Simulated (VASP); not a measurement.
# SnO2 (P4_2/mnm) in VASP: notebook

SnO2 is run at these levels: LDA, PBEsol, r2SCAN; tasks: electric field gradients.

All numbers are computed with VASP 6.6.1; they aren't measurements. Logs are shortened: lines on timing, memory, paths and dates and some standing lists are left out, and cuts for length are marked.

## (1) The cell of the first run

Symmetry: P4_2/mnm, No. 136, tetragonal system. The conventional cell has a = 4.738 Å, b = 4.738 Å, c = 3.187 Å, α = 90.00°, β = 90.00°, γ = 90.00°. Sn (site symmetry mmm) has 6 O at 2.05 to 2.06 Å within 2.7 Å. Within 2.7 Å of O (site symmetry m2m) lie 3 Sn at 2.05 to 2.06 Å and 1 O at 2.61 Å.

## (2) Electric field gradients, LDA

INCAR

```
SYSTEM = SnO2
PREC = Accurate
ENCUT = 520
EDIFF = 1E-8
ISMEAR = -1
SIGMA = 0.02
LREAL = .False.
LASPH = .True.
NELM = 80
ALGO = Normal
ISIF = 2
LWAVE = .False.
LCHARG = .False.
GGA = CA
LEFG = .True.
NBANDS = 35
```

KPOINTS

```
Automatic mesh
0
Gamma
  7 7 9
  0 0 0
```

POSCAR

```
SnO2
1.0
    4.7380000000      0.0000000000      0.0000000000
    0.0000000000      4.7380000000      0.0000000000
    0.0000000000      0.0000000000      3.1865000000
Sn O
2 4
Direct
    0.0000000000      0.0000000000      0.0000000000
    0.5000000000      0.5000000000      0.5000000000
    0.3053957314      0.3053957314      0.0000000000
    0.1946042686      0.8053957314      0.5000000000
    0.6946042686      0.6946042686      0.0000000000
    0.8053957314      0.1946042686      0.5000000000
```

Potentials or basis: VASP PAW LDA potentials, release 64 (Sn_d, O).

Launch:

```sh
$ cat potpaw_LDA.64/Sn_d/POTCAR potpaw_LDA.64/O/POTCAR > POTCAR
$ mpirun -np 1 vasp_std > vasp.out
```

OUTCAR:

```text
SYSTEM = SnO2
   PREC = Accurate
   ENCUT = 520
   EDIFF = 1E-8
   ISMEAR = -1
   LREAL = .False.
   LASPH = .True.
   NELM = 80
   ISIF = 2
   GGA = CA

 ion  position               nearest neighbor table
   1  0.000  0.000  0.000-   3 2.05   5 2.05   4 2.06   6 2.06   4 2.06   6 2.06   2 3.71   2 3.71
                             2 3.71   2 3.71   2 3.71   2 3.71   2 3.71   2 3.71
   2  0.500  0.500  0.500-   4 2.05   6 2.05   5 2.06   3 2.06   3 2.06   5 2.06   1 3.71   1 3.71
                             1 3.71   1 3.71   1 3.71   1 3.71   1 3.71   1 3.71
   3  0.305  0.305  0.000-   1 2.05   2 2.06   2 2.06
   4  0.195  0.805  0.500-   2 2.05   1 2.06   1 2.06
   5  0.695  0.695  0.000-   1 2.05   2 2.06   2 2.06
   6  0.805  0.195  0.500-   2 2.05   1 2.06   1 2.06

  LATTYP: Found a simple tetragonal cell.
 ALAT       =     4.7380000000
 C/A-ratio  =     0.6725411566

  Lattice vectors:

 A1 = (   4.7380000000,   0.0000000000,   0.0000000000)
 A2 = (   0.0000000000,   4.7380000000,   0.0000000000)
 A3 = (   0.0000000000,   0.0000000000,   3.1865000000)

Analysis of symmetry for initial positions (statically):
=====================================================================
 Subroutine PRICEL returns:
 Original cell was already a primitive cell.

 Routine SETGRP: Setting up the symmetry group for a
 simple tetragonal supercell.

 Subroutine GETGRP returns: Found 16 space group operations
 (whereof  8 operations were pure point group operations)
 out of a pool of 16 trial point group operations.

The static configuration has the point symmetry D_2h.
 The point group associated with its full space group is D_4h.

Analysis of symmetry for dynamics (positions and initial velocities):
=====================================================================
 Subroutine PRICEL returns:
 Original cell was already a primitive cell.

 Routine SETGRP: Setting up the symmetry group for a
 simple tetragonal supercell.

 Subroutine GETGRP returns: Found 16 space group operations
 (whereof  8 operations were pure point group operations)
 out of a pool of 16 trial point group operations.

The dynamic configuration has the point symmetry D_2h.
 The point group associated with its full space group is D_4h.
[... 162 lines left out ...]
 k-point     1 :       0.0000    0.0000    0.0000
  band No.  band energies     occupation
      1     -15.1449      2.00000
      2     -14.3753      2.00000
      3     -14.1095      2.00000
      4     -14.0875      2.00000
      5     -14.0875      2.00000
      6     -14.0100      2.00000
[... 901 lines left out ...]
     34      17.9827      0.00000
     35      18.0509      0.00000

 [... further k-points ...]

------------------------ aborting loop because EDIFF is reached ----------------------------------------

  FORCE on cell =-STRESS in cart. coord.  units (eV):
  Direction    XX          YY          ZZ          XY          YZ          ZX
  --------------------------------------------------------------------------------------
  -------------------------------------------------------------------------------------
  Total       -0.1643442     -0.1643442      0.2586528     -0.0000000      0.0000000      0.0000000
  in kB       -3.6809575     -3.6809575      5.7932702     -0.0000000      0.0000000      0.0000000
  external PRESSURE =      -0.5228816 kB  Pullay stress =       0.0000000 kB

 VOLUME and BASIS-vectors are now :
 -----------------------------------------------------------------------------
  energy-cutoff  :      520.00
  volume of cell :       71.53
      direct lattice vectors                 reciprocal lattice vectors
     4.738000000  0.000000000  0.000000000     0.211059519  0.000000000  0.000000000
     0.000000000  4.738000000  0.000000000     0.000000000  0.211059519  0.000000000
     0.000000000  0.000000000  3.186500000     0.000000000  0.000000000  0.313823945

 POSITION                                       TOTAL-FORCE (eV/Angst)
 -----------------------------------------------------------------------------------
      0.00000      0.00000      0.00000        -0.000000     -0.000000     -0.000000
      2.36900      2.36900      1.59325        -0.000000     -0.000000     -0.000000
      1.44696      1.44696      0.00000         0.058891      0.058891     -0.000000
      0.92204      3.81596      1.59325        -0.058891      0.058891     -0.000000
      3.29104      3.29104      0.00000        -0.058891     -0.058891      0.000000
      3.81596      0.92204      1.59325         0.058891     -0.058891     -0.000000
 -----------------------------------------------------------------------------------
    total drift:                                0.000000      0.000000      0.000000

  FREE ENERGIE OF THE ION-ELECTRON SYSTEM (eV)
  ---------------------------------------------------
  free  energy   TOTEN  =       -42.2802294169 eV

  energy  without entropy=      -42.2802294169  energy(sigma->0) =      -42.28022942

 Electric field gradients (V/A^2)
---------------------------------------------------------------------
 ion       V_xx      V_yy      V_zz      V_xy      V_xz      V_yz
---------------------------------------------------------------------
   1      24.109    24.109   -48.219   -33.916     0.000     0.000
   2      24.109    24.109   -48.219    33.916    -0.000    -0.000
   3     -23.086   -23.086    46.172    82.460     0.000     0.000
   4     -23.086   -23.086    46.172   -82.460     0.000    -0.000
   5     -23.086   -23.086    46.172    82.460    -0.000    -0.000
   6     -23.086   -23.086    46.172   -82.460     0.000     0.000
---------------------------------------------------------------------

 Electric field gradients after diagonalization (V/A^2)
 (convention: |V_zz| > |V_xx| > |V_yy|)
----------------------------------------------------------------------
 ion       V_xx      V_yy      V_zz     asymmetry (V_yy - V_xx)/ V_zz
----------------------------------------------------------------------
   1     -48.219    -9.806    58.025       0.662
   2     -48.219    -9.806    58.025       0.662
   3      59.374    46.172  -105.546       0.125
   4      59.374    46.172  -105.546       0.125
   5      59.374    46.172  -105.546       0.125
   6      59.374    46.172  -105.546       0.125
----------------------------------------------------------------------

           NMR quadrupolar parameters

 Cq : quadrupolar parameter    Cq=e*Q*V_zz/h
 eta: asymmetry parameters     (V_yy - V_xx)/ V_zz
 Q  : nuclear electric quadrupole moment in mb (millibarn)
----------------------------------------------------------------------
 ion       Cq(MHz)       eta       Q (mb)
----------------------------------------------------------------------
   1       0.140       0.662       1.000
   2       0.140       0.662       1.000
   3      -0.255       0.125       1.000
   4      -0.255       0.125       1.000
   5      -0.255       0.125       1.000
   6      -0.255       0.125       1.000
----------------------------------------------------------------------
```

It took 50 s on 1 thread of Intel Xeon 6975P-C (Granite Rapids), shared host; peak memory 0.21 GiB.

Results:

* Free energy: -42.2802 eV
* Pressure: -0.1 GPa
* Largest force: 0.083 eV/Å
* Band gap on the k mesh: 1.13 eV
* Largest electric field gradient by atom: Sn +58.0; O -105.5 V/Å²

Forces on the atoms (eV/Å):
```
Sn   0.000  0.000  0.000
Sn   0.000  0.000  0.000
O    0.059  0.059  0.000
O   -0.059  0.059  0.000
O   -0.059 -0.059  0.000
O    0.059 -0.059  0.000
```

Levels at points of the mesh, in eV from the valence-band top:
| k point | band 24 | band 25 | band 26 | band 27 | band 28 | band 29 |
| --- | --- | --- | --- | --- | --- | --- |
| (0.00, 0.00, 0.00) | -0.81 | -0.81 | 0.00 | 1.13 | 5.97 | 6.07 |

Electric field gradients, principal values (V/Å²):
```tsv
atom	least	middle	greatest (by size)
1 Sn	-9.806	-48.219	58.025
2 Sn	-9.806	-48.219	58.025
3 O	46.172	59.374	-105.546
4 O	46.172	59.374	-105.546
5 O	46.172	59.374	-105.546
6 O	46.172	59.374	-105.546
```

Caveat: without QUAD_EFG the Cq values of the log hold for a quadrupole moment of 1 mb, not for the nuclei; spin-orbit coupling is left out, which moves the levels of the heavy elements.

## (3) Electric field gradients, PBEsol

INCAR

```
ALGO = Normal ; EDIFF = 1E-8
ENCUT = 520 ; GGA = PS
ISIF = 2 ; ISMEAR = -1
LASPH = T ; LCHARG = F
LEFG = T ; LREAL = F
LWAVE = F ; NBANDS = 35
NELM = 60 ; PREC = Accurate
SIGMA = 0.02
```

KPOINTS

```
k-points
0
Gamma
  7 7 9
```

POSCAR is that of step 2.

Potentials or basis: VASP PAW PBE potentials, release 64 (Sn_d, O).

Launch:

```sh
$ cat potpaw_PBE.64/Sn_d/POTCAR potpaw_PBE.64/O/POTCAR > POTCAR
$ mpirun -np 1 vasp_std > vasp.out
```

OUTCAR:

```text
EDIFF = 1E-8
   ENCUT = 520
   GGA = PS
   ISIF = 2
   ISMEAR = -1
   LASPH = T
   LREAL = F
   NELM = 60
   PREC = Accurate

 ion  position               nearest neighbor table
   1  0.000  0.000  0.000-   3 2.05   5 2.05   4 2.06   6 2.06   4 2.06   6 2.06   2 3.71   2 3.71
                             2 3.71   2 3.71   2 3.71   2 3.71   2 3.71   2 3.71
   2  0.500  0.500  0.500-   4 2.05   6 2.05   5 2.06   3 2.06   3 2.06   5 2.06   1 3.71   1 3.71
                             1 3.71   1 3.71   1 3.71   1 3.71   1 3.71   1 3.71
   3  0.305  0.305  0.000-   1 2.05   2 2.06   2 2.06
   4  0.195  0.805  0.500-   2 2.05   1 2.06   1 2.06
   5  0.695  0.695  0.000-   1 2.05   2 2.06   2 2.06
   6  0.805  0.195  0.500-   2 2.05   1 2.06   1 2.06

  LATTYP: Found a simple tetragonal cell.
 ALAT       =     4.7380000000
 C/A-ratio  =     0.6725411566

  Lattice vectors:

 A1 = (   4.7380000000,   0.0000000000,   0.0000000000)
 A2 = (   0.0000000000,   4.7380000000,   0.0000000000)
 A3 = (   0.0000000000,   0.0000000000,   3.1865000000)

Analysis of symmetry for initial positions (statically):
=====================================================================
 Subroutine PRICEL returns:
 Original cell was already a primitive cell.

 Routine SETGRP: Setting up the symmetry group for a
 simple tetragonal supercell.

 Subroutine GETGRP returns: Found 16 space group operations
 (whereof  8 operations were pure point group operations)
 out of a pool of 16 trial point group operations.

The static configuration has the point symmetry D_2h.
 The point group associated with its full space group is D_4h.

Analysis of symmetry for dynamics (positions and initial velocities):
[... 1096 lines left out ...]
  in kB       44.8042229     44.8042229     60.8431519     -0.0000000      0.0000000      0.0000000
  external PRESSURE =      50.1505325 kB  Pullay stress =       0.0000000 kB

 VOLUME and BASIS-vectors are now :
 -----------------------------------------------------------------------------
  energy-cutoff  :      520.00
  volume of cell :       71.53
      direct lattice vectors                 reciprocal lattice vectors
     4.738000000  0.000000000  0.000000000     0.211059519  0.000000000  0.000000000
     0.000000000  4.738000000  0.000000000     0.000000000  0.211059519  0.000000000
     0.000000000  0.000000000  3.186500000     0.000000000  0.000000000  0.313823945

 POSITION                                       TOTAL-FORCE (eV/Angst)
 -----------------------------------------------------------------------------------
      0.00000      0.00000      0.00000         0.000000      0.000000     -0.000000
      2.36900      2.36900      1.59325         0.000000      0.000000     -0.000000
      1.44696      1.44696      0.00000         0.029707      0.029707      0.000000
      0.92204      3.81596      1.59325        -0.029707      0.029707      0.000000
      3.29104      3.29104      0.00000        -0.029707     -0.029707     -0.000000
      3.81596      0.92204      1.59325         0.029707     -0.029707     -0.000000
 -----------------------------------------------------------------------------------
    total drift:                                0.000000      0.000000      0.000000

  FREE ENERGIE OF THE ION-ELECTRON SYSTEM (eV)
  ---------------------------------------------------
  free  energy   TOTEN  =       -39.6403860591 eV

  energy  without entropy=      -39.6403860591  energy(sigma->0) =      -39.64038606

 Electric field gradients (V/A^2)
---------------------------------------------------------------------
 ion       V_xx      V_yy      V_zz      V_xy      V_xz      V_yz
---------------------------------------------------------------------
   1      24.007    24.007   -48.014   -33.040     0.000    -0.000
   2      24.007    24.007   -48.014    33.040    -0.000    -0.000
   3     -22.880   -22.880    45.760    82.686     0.000     0.000
   4     -22.880   -22.880    45.760   -82.686    -0.000    -0.000
   5     -22.880   -22.880    45.760    82.686    -0.000    -0.000
   6     -22.880   -22.880    45.760   -82.686     0.000     0.000
---------------------------------------------------------------------

 Electric field gradients after diagonalization (V/A^2)
 (convention: |V_zz| > |V_xx| > |V_yy|)
----------------------------------------------------------------------
 ion       V_xx      V_yy      V_zz     asymmetry (V_yy - V_xx)/ V_zz
----------------------------------------------------------------------
   1     -48.014    -9.033    57.047       0.683
   2     -48.014    -9.033    57.047       0.683
   3      59.806    45.760  -105.566       0.133
   4      59.806    45.760  -105.566       0.133
   5      59.806    45.760  -105.566       0.133
   6      59.806    45.760  -105.566       0.133
----------------------------------------------------------------------

           NMR quadrupolar parameters

 Cq : quadrupolar parameter    Cq=e*Q*V_zz/h
 eta: asymmetry parameters     (V_yy - V_xx)/ V_zz
 Q  : nuclear electric quadrupole moment in mb (millibarn)
----------------------------------------------------------------------
 ion       Cq(MHz)       eta       Q (mb)
----------------------------------------------------------------------
   1       0.138       0.683       1.000
   2       0.138       0.683       1.000
   3      -0.255       0.133       1.000
   4      -0.255       0.133       1.000
   5      -0.255       0.133       1.000
   6      -0.255       0.133       1.000
----------------------------------------------------------------------
```

OSZICAR:

```text
N       E                     dE             d eps       ncg     rms          rms(c)
DAV:   1     0.629502207736E+03    0.62950E+03   -0.25532E+04  3925   0.233E+03
DAV:   2     0.538086976941E+02   -0.57569E+03   -0.54314E+03  3772   0.608E+02
DAV:   3    -0.401693977267E+02   -0.93978E+02   -0.92399E+02  3781   0.207E+02
DAV:   4    -0.450222877299E+02   -0.48529E+01   -0.48151E+01  4430   0.504E+01
DAV:   5    -0.451487209067E+02   -0.12643E+00   -0.12626E+00  4330   0.858E+00    0.151E+01
DAV:   6    -0.396354196624E+02    0.55133E+01   -0.15115E+01  5563   0.615E+01    0.616E+00
DAV:   7    -0.396948238333E+02   -0.59404E-01   -0.17664E+00  4101   0.740E+00    0.318E+00
DAV:   8    -0.396497122514E+02    0.45112E-01   -0.16966E-01  5140   0.387E+00    0.688E-01
DAV:   9    -0.396398998951E+02    0.98124E-02   -0.30347E-02  5699   0.298E+00    0.122E-01
DAV:  10    -0.396403362444E+02   -0.43635E-03   -0.34230E-03  4527   0.449E-01    0.494E-02
DAV:  11    -0.396403869378E+02   -0.50693E-04   -0.13614E-04  4859   0.816E-02    0.167E-02
DAV:  12    -0.396403877083E+02   -0.77045E-06   -0.83100E-06  5063   0.220E-02    0.965E-03
DAV:  13    -0.396403859259E+02    0.17824E-05   -0.60510E-06  5036   0.393E-02    0.230E-03
DAV:  14    -0.396403859787E+02   -0.52808E-07   -0.49300E-07  4959   0.581E-03    0.146E-03
DAV:  15    -0.396403860416E+02   -0.62922E-07   -0.29206E-08  3967   0.162E-03    0.274E-04
DAV:  16    -0.396403860538E+02   -0.12171E-07   -0.53930E-09  2394   0.533E-04    0.878E-05
DAV:  17    -0.396403860591E+02   -0.53078E-08   -0.12410E-09  2229   0.452E-04
   1 F= -.39640386E+02 E0= -.39640386E+02  d E =-.306843E-12
```

stdout:

```text
POSCAR found type information on POSCAR SnO
 POSCAR found :  2 types and       6 ions
 scaLAPACK will be used
 -----------------------------------------------------------------------------
|                                                                             |
|                                                                             |
|     You enforced a specific xc type in the INCAR file but a different       |
|     I HOPE YOU KNOW WHAT YOU ARE DOING!                                     |
|                                                                             |
 -----------------------------------------------------------------------------

 LDA part: xc-table for (Slater+PW92), standard interpolation
 POSCAR, INCAR and KPOINTS ok, starting setup
 FFT: planning ... GRIDC
 FFT: planning ... GRID_SOFT
 FFT: planning ... GRID
 WAVECAR not read
 entering main loop
ion   1

ion   2

ion   3

ion   4

ion   5

ion   6
```

It took 58 s on 1 thread of Intel Xeon 6975P-C (Granite Rapids), shared host; peak memory 0.23 GiB.

What came out:

```
Free energy                             : -39.6404 eV
Pressure                                : 5.0 GPa
Largest force                           : 0.042 eV/Å
Band gap on the k mesh                  : 1.14 eV
Largest electric field gradient by atom : Sn +57.0; O -105.6 V/Å²
```

Forces on the atoms (eV/Å):
```
Sn   0.000  0.000  0.000
Sn   0.000  0.000  0.000
O    0.030  0.030  0.000
O   -0.030  0.030  0.000
O   -0.030 -0.030  0.000
O    0.030 -0.030  0.000
```

Stress tensor (GPa, compression positive):
```
4.48 0.00 0.00
0.00 4.48 0.00
0.00 0.00 6.08
```

Levels at points of the mesh, in eV from the valence-band top:
```
           k point  band 22  band 23  band 24  band 25  band 26  band 27  band 28  band 29  band 30  band 31
(0.00, 0.00, 0.00)    -1.26    -1.26    -0.80    -0.80     0.00     1.14     6.08     6.15     6.15    10.19
```

Electric field gradients, principal values (V/Å²):
| atom | least | middle | greatest (by size) |
| --- | --- | --- | --- |
| 1 Sn | -9.033 | -48.014 | 57.047 |
| 2 Sn | -9.033 | -48.014 | 57.047 |
| 3 O | 45.760 | 59.806 | -105.566 |
| 4 O | 45.760 | 59.806 | -105.566 |
| 5 O | 45.760 | 59.806 | -105.566 |
| 6 O | 45.760 | 59.806 | -105.566 |

Caveat: the cell stands under pressure; without QUAD_EFG the Cq values of the log hold for a quadrupole moment of 1 mb, not for the nuclei; the PAW data sets were made with another functional, which shifts forces and pressure a little; spin-orbit coupling is left out, which moves the levels of the heavy elements.

(Part 1 of 2 ends here.)
